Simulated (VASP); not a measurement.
Y:

```
Y
1.0
     3.64740    0.00000    0.00000
    -1.82370    3.15874    0.00000
     0.00000    0.00000    5.73060
Y
2
Direct
  0.33333 0.66667 0.25000
  0.66667 0.33333 0.75000
```

```yaml
Program: VASP 6.6.1
Task: relaxation of volume and atoms at fixed shape
Functional: LDA
Potentials_or_basis: VASP PAW LDA potentials, release 64 (Y_sv)
Cutoff: 600 eV
k_mesh: 13 × 13 × 7
Occupations: gaussian, width 0.05 eV
Spin: no spin polarisation
```

At the start: pressure -3.9 GPa; volume 33.01 Å³/atom.

Q: How do energy, volume and symmetry change on relaxing?

A: Over 3 steps the energy falls by 41.4 meV/atom and the volume is 29.79 Å³/atom (-9.8 %); space group P6_3/mmc (No. 194, to 0.1 Å) before and after.

The path:
```tsv
step	energy change (eV)	largest force (eV/Å)	pressure (GPa)	volume (Å³)
1	0.0000	0.0000	-3.87	66.02
2	-0.0808	0.0000	0.68	58.69
3	-0.0828	0.0000	0.02	59.58
```

Final structure:
```xyz
2
Lattice="3.5247 0.0000 0.0000 -1.7623 3.0525 0.0000 0.0000 0.0000 5.5378" Properties=species:S:1:pos:R:3 pbc="T T T"
Y     0.0000    2.0350    1.3845
Y     1.7623    1.0175    4.1534
```
